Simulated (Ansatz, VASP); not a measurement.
# One calculation of SiC, two programs

Contents of POSCAR:

```
SiC
1.0
    0.0000000000      2.1092258935      2.1780523476
    2.1092258935      0.0000000000      2.1780523476
    2.1092258935      2.1092258935      0.0000000000
Si C
1 1
Direct
    0.0000000000      0.0000000000      0.0000000000
    0.2500000000      0.2500000000      0.2500000000
```

Contents of INCAR.step1:

```
PREC = Accurate
ENCUT = 520
ISMEAR = 0
SIGMA = 0.01
LREAL = False
LASPH = True
NELM = 100
NBANDS = 11
GGA = PE
ALGO = Normal
EDIFF = 1E-4
LWAVE = True
LCHARG = False
```

INCAR.step2

```
PREC = Accurate
ENCUT = 520
EDIFF = 1E-6
ISMEAR = 0
SIGMA = 0.01
LREAL = False
LASPH = True
NELM = 100
ALGO = Normal
ISIF = 2
LWAVE = False
LCHARG = False
METAGGA = R2SCAN
LMIXTAU = True
NBANDS = 11
ISTART = 1
```

Contents of KPOINTS:

```
regular mesh
0
Gamma
  10 10 10
```

Input for Ansatz:

```yaml
crystal:
  lattice:
    - [0.0, 2.1092258935, 2.1780523476]
    - [2.1092258935, 0.0, 2.1780523476]
    - [2.1092258935, 2.1092258935, 0.0]
  atoms:
    - { symbol: Si, position: [0.0, 0.0, 0.0] }
    - { symbol: C, position: [0.25, 0.25, 0.25] }
kpoints:
  mp_grid: { grid: [10, 10, 10] }
  band_path:
    path:
      - [0.0, 0.0, 0.0]
      - [-0.5, -0.5, 0.0]
      - [-0.375, -0.375, 0.25]
      - [-0.375, 0.0, 0.375]
      - [0.0, 0.0, 0.5]
      - [-0.5, -0.25, 0.25]
    npoints: 1
hamiltonian:
  xc: r2scan
scf:
  occupations: { method: fixed }
  n_extra_bands: 4
output:
  forces: true
  stress: true
  eigenvalues: true
```

Change from the starting cell: biaxial_xy strain -3.2%.

Alike in both runs: task single point; functional r2SCAN; k mesh 10 × 10 × 10; no spin polarisation.

|  | VASP | Ansatz |
| --- | --- | --- |
| version | VASP 6.6.1 | Ansatz 0.2.0 |
| potentials or method | VASP PAW PBE potentials, release 64 (Si, C) | plane waves, PAW |
| plane-wave cutoff (eV) | 520 | 500 |
| occupations | gaussian, width 0.01 eV | fixed |
| valence electrons in the cell | 8 | 8 |

Ansatz gave:

```
gap on the k mesh at the Fermi level (eV)                     : 1.49
pressure (GPa)                                                : 16.5
traceless stress, the component that is largest in VASP (GPa) : -6.49
```

Task: Estimate VASP's values.

Result: gap on the k mesh at the Fermi level (eV): 1.50; pressure (GPa): 16.2; traceless stress, the component that is largest in VASP (GPa): -6.52.

VASP's potentials were made for PBE, not for r2SCAN.
